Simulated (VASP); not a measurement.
# CsGe3 (Pm-3m) in VASP: notebook

The runs below take CsGe3 through single point, relaxation of cell and atoms, with PBE.

Program: VASP 6.6.1. These are calculated values, not measurements. Logs are shortened: lines on timing, memory, paths and dates and some standing lists are left out, and cuts for length are marked.

## 1. The cell of the first run

It takes space group Pm-3m (No. 221, cubic). Conventional cell: a = 4.665 Å, b = 4.665 Å, c = 4.665 Å, α = 90.00°, β = 90.00°, γ = 90.00°. Within 4.3 Å of Cs (site symmetry m-3m) lie 12 Ge at 3.30 Å. Ge (site symmetry 4/mmm) has 4 Cs at 3.30 Å and 8 Ge at 3.30 Å within 4.3 Å.

The cell was generated, and may not be a known phase.

## 2. Single point, PBE

File INCAR:

```
PREC = Accurate ; ENCUT = 520
EDIFF = 1E-7 ; ISMEAR = 0
SIGMA = 0.1 ; LREAL = False
LASPH = True ; NELM = 60
ALGO = Normal ; ISIF = 2
LWAVE = False ; LCHARG = True
GGA = PE ; LELF = True
LVHAR = True ; NBANDS = 34
```

File KPOINTS:

```
Automatic mesh
0
Gamma
  4 4 4
```

File POSCAR:

```
CsGe3
1.0
    4.6648374900      0.0000000000      0.0000000000
    0.0000000000      4.6648374900      0.0000000000
    0.0000000000      0.0000000000      4.6648374900
Cs Ge
1 3
Direct
    0.0000000000      0.0000000000      0.0000000000
    0.0000000000      0.5000000000      0.5000000000
    0.5000000000      0.5000000000      0.0000000000
    0.5000000000      0.0000000000      0.5000000000
```

Potentials or basis: VASP PAW PBE potentials, release 64 (Cs_sv, Ge_d).

On the command line:

```
> cat potpaw_PBE.64/Cs_sv/POTCAR potpaw_PBE.64/Ge_d/POTCAR > POTCAR
> mpirun -np 1 vasp_std > vasp.out
```

OUTCAR:

```text
PREC = Accurate
   ENCUT = 520
   EDIFF = 1E-7
   ISMEAR = 0
   LREAL = False
   LASPH = True
   NELM = 60
   ISIF = 2
   GGA = PE

 ion  position               nearest neighbor table
   1  0.000  0.000  0.000-
   2  0.000  0.500  0.500-
   3  0.500  0.500  0.000-
   4  0.500  0.000  0.500-

  LATTYP: Found a simple cubic cell.
 ALAT       =     4.6648374900

  Lattice vectors:

 A1 = (   4.6648374900,   0.0000000000,   0.0000000000)
 A2 = (   0.0000000000,   4.6648374900,   0.0000000000)
 A3 = (   0.0000000000,   0.0000000000,   4.6648374900)

Analysis of symmetry for initial positions (statically):
=====================================================================
 Subroutine PRICEL returns:
 Original cell was already a primitive cell.

 Routine SETGRP: Setting up the symmetry group for a
 simple cubic supercell.

 Subroutine GETGRP returns: Found 48 space group operations
 (whereof 48 operations were pure point group operations)
 out of a pool of 48 trial point group operations.

The static configuration has the point symmetry O_h .

Analysis of symmetry for dynamics (positions and initial velocities):
=====================================================================
 Subroutine PRICEL returns:
 Original cell was already a primitive cell.

 Routine SETGRP: Setting up the symmetry group for a
 simple cubic supercell.

 Subroutine GETGRP returns: Found 48 space group operations
 (whereof 48 operations were pure point group operations)
 out of a pool of 48 trial point group operations.

The dynamic configuration has the point symmetry O_h .

 Subroutine INISYM returns: Found 48 space group operations
 (whereof 48 operations are pure point group operations),
 and found     1 'primitive' translations

----------------------------------------------------------------------------------------

                                     Primitive cell

  volume of cell :     101.5102

  direct lattice vectors                    reciprocal lattice vectors
     4.664837490  0.000000000  0.000000000     0.214369740  0.000000000  0.000000000
     0.000000000  4.664837490  0.000000000     0.000000000  0.214369740  0.000000000
     0.000000000  0.000000000  4.664837490     0.000000000  0.000000000  0.214369740

  length of vectors
     4.664837490  4.664837490  4.664837490     0.214369740  0.214369740  0.214369740

  position of ions in fractional coordinates (direct lattice)
     0.000000000  0.000000000  0.000000000
     0.000000000  0.500000000  0.500000000
     0.500000000  0.500000000  0.000000000
     0.500000000  0.000000000  0.500000000

  ion indices of the primitive-cell ions
   primitive index   ion index
                 1           1
                 2           2
                 3           3
                 4           4

----------------------------------------------------------------------------------------

 KPOINTS: Automatic mesh

Automatic generation of k-mesh.
 Grid dimensions read from file:
 generate k-points for:    4    4    4

 Generating k-lattice:

  Cartesian coordinates                     Fractional coordinates (reciprocal lattice)
     0.053592435  0.000000000  0.000000000     0.250000000  0.000000000  0.000000000
     0.000000000  0.053592435  0.000000000     0.000000000  0.250000000  0.000000000
     0.000000000  0.000000000  0.053592435     0.000000000  0.000000000  0.250000000

  Length of vectors
     0.053592435  0.053592435  0.053592435

  Shift w.r.t. Gamma in fractional coordinates (k-lattice)
     0.000000000  0.000000000  0.000000000

 Subroutine IBZKPT returns following result:
 ===========================================

 Found     10 irreducible k-points:

 Following reciprocal coordinates:
            Coordinates               Weight
  0.000000  0.000000  0.000000      1.000000
  0.250000  0.000000  0.000000      6.000000
  0.500000  0.000000  0.000000      3.000000
  0.250000  0.250000  0.000000     12.000000
  0.500000  0.250000  0.000000     12.000000
  0.500000  0.500000  0.000000      3.000000
  0.250000  0.250000  0.250000      8.000000
  0.500000  0.250000  0.250000     12.000000
  0.500000  0.500000  0.250000      6.000000
  0.500000  0.500000  0.500000      1.000000
   k-points           NKPTS =     10   k-points in BZ     NKDIM =     10   number of bands    NBANDS=     34
   number of dos      NEDOS =    301   number of ions     NIONS =      4
   total plane-waves  NPLWV =  46656
   dimension x,y,z NGX =    36 NGY =   36 NGZ =   36
   dimension x,y,z NGXF=    72 NGYF=   72 NGZF=   72
   ions per type =               1   3
   NGX,Y,Z   is equivalent  to a cutoff of  12.83, 12.83, 12.83 a.u.
   NGXF,Y,Z  is equivalent  to a cutoff of  25.66, 25.66, 25.66 a.u.
 SYSTEM =  unknown system
   PREC   = accura    normal or accurate (medium, high low for compatibility)
   ISTART =      0    job   : 0-new  1-cont  2-samecut
   ICHARG =      2    charge: 1-file 2-atom 10-const
   ISPIN  =      1    spin polarized calculation?
   LNONCOLLINEAR =      F non collinear calculations
   LSORBIT =      F    spin-orbit coupling
   LASPH  =      T    aspherical Exc in radial PAW
   ENCUT  =  520.0 eV  38.22 Ry    6.18 a.u.   8.67  8.67  8.67*2*pi/ulx,y,z
   NELM   =     60;   NELMIN=  2; NELMDL= -5     # of ELM steps
   EDIFF  = 0.1E-06   stopping-criterion for ELM
   LREAL  =      F    real-space projection
   EDIFFG = 0.1E-05   stopping-criterion for IOM
   NSW    =      0    number of steps for IOM
   IBRION =     -1    ionic relax: 0-MD 1-quasi-New 2-CG
   NFREE  =      0    steps in history (QN), initial steepest desc. (CG)
   ISIF   =      2    stress and relaxation
   ISYM   =      2    0-nonsym 1-usesym 2-fastsym
   POTIM  = 0.5000    time-step for ionic-motion
   TEBEG  =    0.0;   TEEND  =   0.0 temperature during run
   PSTRESS=    0.0 pullay stress
   NELECT =      51.0000    total number of electrons
   NUPDOWN=      -1.0000    fix difference up-down
   EMIN   =  10.00;   EMAX   =-10.00  energy-range for DOS
   EFERMI =   0.00;   METHOD = LEGACY
   ISMEAR =     0;   SIGMA  =   0.10  broadening in eV -4-tet -1-fermi 0-gaus
   EFERMI_NEDOS =   21; number of points for ismear=-14 and -15
   IALGO  =     38    algorithm
   IMIX   =      4    mixing-type and parameters
     AMIX     =   0.40;   BMIX     =  1.00
     AMIX_MAG =   1.60;   BMIX_MAG =  1.00
  volume/ion in A,a.u.               =      25.38       171.26
  Fermi-wavevector in a.u.,A,eV,Ry     =   1.301453  2.459389 23.045262  1.693779
  Thomas-Fermi vector in A             =   2.432585
   LORBIT       =      0    0 simple, 1 ext, 2 COOP (PROOUT), +10 PAW based schemes
   GGA     = PE    functional components
   LHFCALC =     F    Hartree Fock is set to
   AEXX    =    0.0000 exact exchange contribution
   IVDW    =     0    specifies the selected vdW correction
   LEPSILON=     F    determine dielectric tensor
   LRPA    =     F    only Hartree local field effects (RPA)
 non-spin polarized calculation
 Gauss-broadening in eV      SIGMA  =   0.10
  energy-cutoff  :      520.00
  volume of cell :      101.51
 maximum number of plane-waves:      2800
 NGX is ok and might be reduce to    36
   NGX = 17   NGY = 17   NGZ = 17

 number of electron      51.0000057 magnetization

 Free energy of the ion-electron system (eV)
  ---------------------------------------------------
  ext. energy  EPLUGINS =         0.00000000
  ---------------------------------------------------
  free energy    TOTEN  =       -11.58890044 eV

  energy without entropy =      -11.57321654  energy(sigma->0) =      -11.58105849

 E-fermi :   4.4562     XC(G=0): -10.1944

 val. band max:        4.3922624851   @ k =   0.2500   0.2500   0.2500
 cond. band min:       4.5032733997   @ k =   0.2500   0.0000   0.0000
 fundamental gap:      0.1110109145
 Fermi energy:         4.4562359471

 k-point     1 :       0.0000    0.0000    0.0000
  band No.  band energies     occupation
      1     -20.2694      2.00000
      2     -20.2694      2.00000
      3     -20.2694      2.00000
      4     -20.2671      2.00000
      5     -20.2505      2.00000
      6     -20.2505      2.00000
[... 26 lines left out ...]
     33       8.9201      0.00000
     34       8.9201      0.00000

 k-point     2 :       0.2500    0.0000    0.0000
  band No.  band energies     occupation
      1     -20.2682      2.00000
      2     -20.2621      2.00000
      3     -20.2621      2.00000
      4     -20.2620      2.00000
      5     -20.2501      2.00000
      6     -20.2464      2.00000
[... 26 lines left out ...]
     33       9.2191      0.00000
     34      10.3427      0.00000

 k-point     3 :       0.5000    0.0000    0.0000
  band No.  band energies     occupation
      1     -20.2669      2.00000
      2     -20.2542      2.00000
      3     -20.2509      2.00000
      4     -20.2509      2.00000
      5     -20.2491      2.00000
      6     -20.2475      2.00000
[... 26 lines left out ...]
     33      10.6172      0.00000
     34      12.0013      0.00000

 k-point     4 :       0.2500    0.2500    0.0000
  band No.  band energies     occupation
      1     -20.2627      2.00000
      2     -20.2613      2.00000
      3     -20.2591      2.00000
      4     -20.2557      2.00000
      5     -20.2496      2.00000
      6     -20.2485      2.00000
[... 26 lines left out ...]
     33      10.8596      0.00000
     34      10.9393      0.00000

 k-point     5 :       0.5000    0.2500    0.0000
  band No.  band energies     occupation
      1     -20.2597      2.00000
      2     -20.2539      2.00000
      3     -20.2535      2.00000
      4     -20.2533      2.00000
      5     -20.2482      2.00000
      6     -20.2474      2.00000
[... 103 lines left out ...]
 k-point     8 :       0.5000    0.2500    0.2500
  band No.  band energies     occupation
      1     -20.2605      2.00000
      2     -20.2582      2.00000
      3     -20.2538      2.00000
      4     -20.2516      2.00000
      5     -20.2499      2.00000
      6     -20.2485      2.00000
[... 26 lines left out ...]
     33      11.6257      0.00000
     34      11.9952      0.00000

 k-point     9 :       0.5000    0.5000    0.2500
  band No.  band energies     occupation
      1     -20.2641      2.00000
      2     -20.2550      2.00000
      3     -20.2550      2.00000
      4     -20.2521      2.00000
      5     -20.2504      2.00000
      6     -20.2504      2.00000
[... 26 lines left out ...]
     33      11.5885      0.00000
     34      12.3211      0.00000

 k-point    10 :       0.5000    0.5000    0.5000
  band No.  band energies     occupation
      1     -20.2693      2.00000
      2     -20.2549      2.00000
      3     -20.2549      2.00000
      4     -20.2549      2.00000
      5     -20.2547      2.00000
      6     -20.2547      2.00000
[... 26 lines left out ...]
     33      11.5976      0.00000
     34      11.5982      0.00000

------------------------ aborting loop because EDIFF is reached ----------------------------------------

  FORCE on cell =-STRESS in cart. coord.  units (eV):
  Direction    XX          YY          ZZ          XY          YZ          ZX
  --------------------------------------------------------------------------------------
  -------------------------------------------------------------------------------------
  Total        1.9580949      1.9580949      1.9580949     -0.0000000      0.0000000     -0.0000000
  in kB       30.9054287     30.9054287     30.9054287     -0.0000000      0.0000000     -0.0000000
  external PRESSURE =      30.9054287 kB  Pullay stress =       0.0000000 kB

 VOLUME and BASIS-vectors are now :
 -----------------------------------------------------------------------------
  energy-cutoff  :      520.00
  volume of cell :      101.51
      direct lattice vectors                 reciprocal lattice vectors
     4.664837490  0.000000000  0.000000000     0.214369740  0.000000000  0.000000000
     0.000000000  4.664837490  0.000000000     0.000000000  0.214369740  0.000000000
     0.000000000  0.000000000  4.664837490     0.000000000  0.000000000  0.214369740

 POSITION                                       TOTAL-FORCE (eV/Angst)
 -----------------------------------------------------------------------------------
      0.00000      0.00000      0.00000         0.000000      0.000000      0.000000
      0.00000      2.33242      2.33242         0.000000      0.000000      0.000000
      2.33242      2.33242      0.00000         0.000000      0.000000      0.000000
      2.33242      0.00000      2.33242         0.000000      0.000000      0.000000
 -----------------------------------------------------------------------------------
    total drift:                                0.000000      0.000000      0.000000

  FREE ENERGIE OF THE ION-ELECTRON SYSTEM (eV)
  ---------------------------------------------------
  free  energy   TOTEN  =       -11.5889004371 eV

  energy  without entropy=      -11.5732165404  energy(sigma->0) =      -11.58105849
```

Run time: 46 s. Hardware: 1 thread of AMD EPYC 7R13, shared host; peak memory 0.18 GiB.

Results:

```
Free energy            : -11.5889 eV
Pressure               : 3.1 GPa
Band gap on the k mesh : zero (an odd number of electrons rules out a gap without spin polarisation)
```

Levels at points of the mesh, in eV from the Fermi level:
```
           k point  band 21  band 22  band 23  band 24  band 25  band 26  band 27  band 28  band 29  band 30
(0.00, 0.00, 0.00)    -6.28    -6.28    -1.38    -1.38    -1.38     1.65     1.65     1.65     3.78     3.78
(0.50, 0.00, 0.00)    -6.44    -5.96    -1.89    -1.89    -0.86     0.73     0.92     0.92     1.01     3.22
(0.50, 0.50, 0.00)    -6.09    -6.09    -2.87    -0.98    -0.54    -0.54     0.15     1.46     1.46     3.93
(0.50, 0.50, 0.50)    -7.76    -7.76    -4.07    -0.55    -0.55    -0.55     4.61     4.61     4.61     4.96
```

Caveat: the cell stands under pressure; spin-orbit coupling is left out, which moves the levels of the heavy elements.

[end of part 1 of 3]

The gap in the log of VASP goes by the Fermi energy; the results here count the filled bands.